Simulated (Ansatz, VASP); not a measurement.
InP: VASP beside Ansatz

File INCAR:

```
PREC = Accurate
ENCUT = 600
EDIFF = 1E-6
ISMEAR = -1
SIGMA = 0.05
LREAL = F
LASPH = T
NELM = 60
ALGO = Normal
ISIF = 3
LWAVE = F
LCHARG = F
GGA = RP
IVDW = 13
IBRION = 2
NSW = 60
EDIFFG = -0.01
```

File KPOINTS:

```
regular mesh
0
Gamma
  8 8 8
```

POSCAR

```
InP
1.0
    0.0000000000      2.7688340000      2.7688340000
    2.7688340000      0.0000000000      2.7688340000
    2.7688340000      2.7688340000      0.0000000000
In P
1 1
Direct
    0.0000000000      0.0000000000      0.0000000000
    0.5000000000      0.5000000000      0.5000000000
```

input.yaml

```yaml
crystal:
  lattice:
    - [0.0, 2.768834, 2.768834]
    - [2.768834, 0.0, 2.768834]
    - [2.768834, 2.768834, 0.0]
  atoms:
    - { symbol: In, position: [0.0, 0.0, 0.0] }
    - { symbol: P, position: [0.5, 0.5, 0.5] }
hamiltonian:
  xc: rpbe
  pseudopotentials: { kind: paw }
  dispersion: d4
kpoints:
  mp_grid: { grid: [8, 8, 8] }
scf:
  occupations: { method: fermi_dirac, width: 0.05 }
output:
  forces: true
  stress: true
  eigenvalues: true
relax:
  f_tol: 0.01
  max_steps: 40
  cell: { stress_tol: 0.05 }
```

Alike in both runs: task relaxation of cell and atoms; functional RPBE; dispersion D4; k mesh 8 × 8 × 8; occupations fermi-dirac, width 0.05 eV; no spin polarisation.

```csv
,VASP,Ansatz
version,VASP 6.6.1,Ansatz 0.2.0
potentials or method,"VASP PAW PBE potentials, release 64 (In_d, P)",Ansatz PAW
plane-wave cutoff (eV),600,420
valence electrons in the cell,18,18
```

```tsv
	VASP	Ansatz	Ansatz less VASP
gap on the k mesh at the Fermi level, each at its own relaxed structure (eV)	none	none	-
relaxed volume (Å³/atom)	20.19	20.20	+0.013
relaxed cell length with the largest relative difference (Å)	3.851	3.852	+0.0008
```

VASP's potentials were made for PBE, not for RPBE. A gap of «none» marks a metal or a gap that the smearing closes.

Noted on Ansatz's run: the plane-wave basis is chosen anew once the cell has moved, so the energies of steps on either side of that aren't comparable.
